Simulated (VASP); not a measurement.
Wanted: the native input for a VASP 6.6.1 run.

* Task: single point
* Functional: PBE
* Potentials or basis: VASP PAW PBE potentials, release 64 (Si, O)
* Cutoff: 520 eV
* k mesh: 4 × 4 × 4
* Occupations: gaussian, width 0.1 eV
* Spin: collinear spin, ferromagnetic start
* Starting moments: [0.0, 0.0, 0.0, 0.0, 0.0, 1.0] μB
* Dipole correction: no
* Further INCAR settings: ALGO = Normal; EDIFF = 1e-07; NBANDS = 26

The structure of Si5O lies in POSCAR:

```
Si5O
1.0
   -2.7005783964      2.7005783964      3.0804160653
    2.7005783964     -2.7005783964      3.0804160653
    2.7005783964      2.7005783964     -3.0804160653
Si O
5 1
Direct
    0.5000000000      0.5000000000      0.5000000000
    0.0000000000      0.0000000000      0.5000000000
    0.5000000000      0.0000000000      0.0000000000
    0.0000000000      0.5000000000      0.0000000000
    0.0000000000      0.0000000000      0.0000000000
    0.5000000000      0.5000000000      0.0000000000
```

The cell was built from a structure type or drawn by symmetry, and may not be a known phase.

The input as run:

INCAR

```
PREC = Accurate ; ENCUT = 520
EDIFF = 1E-7 ; ISMEAR = 0
SIGMA = 0.1 ; LREAL = F
LASPH = T ; NELM = 150
ALGO = Normal ; ISIF = 2
LWAVE = F ; LCHARG = T
ISPIN = 2 ; MAGMOM = 0 0 0 0 0 1
LORBIT = 11 ; GGA = PE
LELF = T ; LVHAR = T
NBANDS = 26
```

KPOINTS

```
regular mesh
0
Gamma
  4 4 4
```

Potentials or basis: VASP PAW PBE potentials, release 64 (Si, O).

The run is started by

```sh
$ cat potpaw_PBE.64/Si/POTCAR potpaw_PBE.64/O/POTCAR > POTCAR
$ mpirun -np 1 vasp_std > vasp.out
```

Results of the run:

```
Pressure                                              : -0.4 GPa
Band gap on the k mesh                                : zero (filled and empty bands overlap)
Net moment                                            : 0.00 μB per cell
Valence electrons inside the program's atomic spheres : Si 1.54, 1.63 (each value once); O 4.84
```

Caveat: the k points lie up to 0.39 Å⁻¹ apart, too coarse for converged energies and pressures of a metal.

It took 96 s on 1 thread of Intel Xeon 8259CL (shared host), peak memory 0.25 GiB.
